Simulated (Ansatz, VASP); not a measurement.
## Two plane-wave programs on Li2Ge4N

Contents of INCAR:

```
SYSTEM = Li2Ge4N
PREC     = Accurate       ! precision mode
ENCUT    = 600            ! plane-wave cutoff, eV
EDIFF    = 1E-6           ! SCF threshold, eV
ISMEAR   = 0              ! smearing method
SIGMA    = 0.2            ! smearing width, eV
LREAL    = .False.        ! projectors in reciprocal space
LASPH    = .True.         ! aspherical terms in the spheres
NELM     = 60             ! most SCF steps
ALGO     = Normal         ! electronic algorithm
ISIF     = 3              ! what is computed and relaxed
LWAVE    = .False.        ! write WAVECAR
LCHARG   = .False.        ! write CHGCAR
GGA      = PE             ! functional
IBRION   = 2              ! ionic algorithm
NSW      = 36             ! ionic steps
EDIFFG   = -0.08          ! ionic threshold
```

Contents of KPOINTS:

```
Automatic mesh
0
Gamma
  4 4 3
  0 0 0
```

POSCAR

```
Li2Ge4N
1.0
    3.9000000000      0.0000000000      0.0000000000
    0.0000000000      3.9000000000      0.0000000000
    0.0000000000      0.0000000000      6.9000000000
Li Ge N
2 4 1
Direct
    0.0000000000      0.5000000000      0.0000000000
    0.5000000000      0.0000000000      0.0000000000
    0.0000000000      0.0000000000      0.2900000000
    0.0000000000      0.0000000000      0.7100000000
    0.5000000000      0.5000000000      0.6900000000
    0.5000000000      0.5000000000      0.3100000000
    0.0000000000      0.0000000000      0.0000000000
```

Input for Ansatz:

```yaml
crystal:
  lattice:
    - [3.9, 0.0, 0.0]
    - [0.0, 3.9, 0.0]
    - [0.0, 0.0, 6.9]
  atoms:
    - { symbol: Li, position: [0.0, 0.5, 0.0] }
    - { symbol: Li, position: [0.5, 0.0, 0.0] }
    - { symbol: Ge, position: [0.0, 0.0, 0.29] }
    - { symbol: Ge, position: [0.0, 0.0, 0.71] }
    - { symbol: Ge, position: [0.5, 0.5, 0.69] }
    - { symbol: Ge, position: [0.5, 0.5, 0.31] }
    - { symbol: "N", position: [0.0, 0.0, 0.0] }
basis:
  ecutwfc: 420
kpoints:
  mp_grid: { grid: [4, 4, 3] }
hamiltonian:
  xc: pbe
scf:
  occupations: { method: gaussian, width: 0.2 }
  lower_state_search: "off"
output:
  forces: true
  stress: true
  eigenvalues: true
relax:
  adjacent_minimum: "off"
  f_tol: 0.08
  max_steps: 16
  cell: { stress_tol: 0.8 }
```

Alike in both runs: task relaxation of cell and atoms; functional PBE; k mesh 4 × 4 × 3; occupations gaussian, width 0.2 eV; no spin polarisation.

```csv
,VASP,Ansatz
version,VASP 6.6.1,Ansatz 0.2.0
potentials or method,"VASP PAW PBE potentials, release 64 (Li_sv, Ge_d, N), cutoff 600 eV","scalar-relativistic, plane waves, PAW"
valence electrons in the cell,67,67
```

```csv
,VASP,Ansatz,Ansatz less VASP
"gap on the k mesh at the Fermi level, each at its own relaxed structure (eV)",none,none,-
relaxed volume (Å³/atom),16.34,16.19,-0.143
relaxed length of the cell vector where the two differ most in proportion (Å),3.962,3.948,-0.0139
```

A gap of «none» marks a metal or a gap that the smearing closes.

The k mesh is coarse, so the values compare programs but aren't converged. Noted on VASP's run: the cutoff is under 1.25 times that of the potentials, so the pressure is a little rough.
